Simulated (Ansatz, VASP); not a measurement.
## Two plane-wave programs on CdAu2S2

```xyz
5
Lattice="5.2906 0.0000 0.0000 0.0000 5.2906 0.0000 0.0000 0.0000 4.6555" Properties=species:S:1:pos:R:3 pbc="T T T"
Cd    0.0000    0.0000    2.3278
S     0.0000    2.6453    2.3278
S     2.6453    0.0000    2.3278
Au    0.0000    2.6453    0.0000
Au    2.6453    0.0000    0.0000
```

Alike in both runs: task single point; functional PBE; k mesh 4 × 4 × 4; occupations gaussian, width 0.1 eV; collinear spin.

```csv
,VASP,Ansatz
version,VASP 6.6.1,Ansatz 0.2.0
potentials or method,"VASP PAW PBE potentials, release 64 (Cd, S, Au), cutoff 520 eV","scalar-relativistic, plane waves, PAW"
valence electrons in the cell,46,70
```

Ansatz gave:

- gap on the k mesh at the Fermi level (eV): none
- pressure (GPa): 0.0
- traceless stress, the component that is largest in VASP (GPa): -0.07
- net moment per atom (μB): 0.00

**Question.** Estimate VASP's values.

**Answer.** gap on the k mesh at the Fermi level (eV): none; pressure (GPa): 0.0; traceless stress, the component that is largest in VASP (GPa): -0.29; net moment per atom (μB): 0.00.

A gap of «none» marks a metal or a gap that the smearing closes. VASP's potentials hold 46 valence electrons a cell and Ansatz's 70, so a difference there can come from the potentials and not from the codes. Ansatz's warnings: seeded moment not kept.

Spin-orbit coupling is off throughout.
